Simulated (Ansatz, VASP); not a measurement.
**BaCu3 in VASP and in Ansatz**

The input INCAR:

```
SYSTEM = BaCu3
PREC     = Accurate       ! precision mode
ENCUT    = 820            ! plane-wave cutoff, eV
EDIFF    = 1E-6           ! SCF threshold, eV
ISMEAR   = 0              ! smearing method
SIGMA    = 0.05           ! smearing width, eV
LREAL    = .False.        ! projectors in reciprocal space
LASPH    = .True.         ! aspherical terms in the spheres
NELM     = 120            ! most SCF steps
ALGO     = Normal         ! electronic algorithm
ISIF     = 2              ! what is computed and relaxed
LWAVE    = .False.        ! write WAVECAR
LCHARG   = .False.        ! write CHGCAR
GGA      = PS             ! functional
NBANDS   = 42             ! bands
GGA_COMPAT= .False.
```

KPOINTS

```
regular mesh
0
Gamma
  8 8 8
  0 0 0
```

Contents of POSCAR:

```
BaCu3
1.0
    4.3375357799      0.0000000000      0.0000000000
    0.0000000000      4.3375357799      0.0000000000
    0.0000000000      0.0000000000      4.3375357799
Ba Cu
1 3
Direct
    0.0000000000      0.0000000000      0.0000000000
    0.0000000000      0.5000000000      0.5000000000
    0.5000000000      0.5000000000      0.0000000000
    0.5000000000      0.0000000000      0.5000000000
```

Input for Ansatz:

```yaml
crystal:
  lattice:
    - [4.3375357799, 0.0, 0.0]
    - [0.0, 4.3375357799, 0.0]
    - [0.0, 0.0, 4.3375357799]
  atoms:
    - { symbol: Ba, position: [0.0, 0.0, 0.0] }
    - { symbol: Cu, position: [0.0, 0.5, 0.5] }
    - { symbol: Cu, position: [0.5, 0.5, 0.0] }
    - { symbol: Cu, position: [0.5, 0.0, 0.5] }
basis:
  ecutwfc: 420
  ecutrho_ratio: 4
kpoints:
  mp_grid: { grid: [8, 8, 8] }
hamiltonian:
  xc: pbesol
scf:
  occupations: { method: gaussian, width: 0.05 }
output:
  forces: true
  stress: true
  eigenvalues: true
```

Alike in both runs: task single point; functional PBEsol; k mesh 8 × 8 × 8; occupations gaussian, width 0.05 eV; no spin polarisation.

```csv
,VASP,Ansatz
version,VASP 6.6.1,Ansatz 0.2.0
potentials or method,"VASP PAW PBE potentials, release 64 (Ba_sv, Cu_sv_GW), cutoff 820 eV","scalar-relativistic, plane waves, PAW"
valence electrons in the cell,67,67
```

|  | VASP | Ansatz | Ansatz less VASP |
| --- | --- | --- | --- |
| gap on the k mesh at the Fermi level (eV) | none | none | - |
| pressure (GPa) | -0.3 | -0.8 | -0.47 |

VASP's potentials were made for PBE, not for PBEsol. A gap of «none» marks a metal or a gap that the smearing closes.

Neither program's run includes spin-orbit coupling.
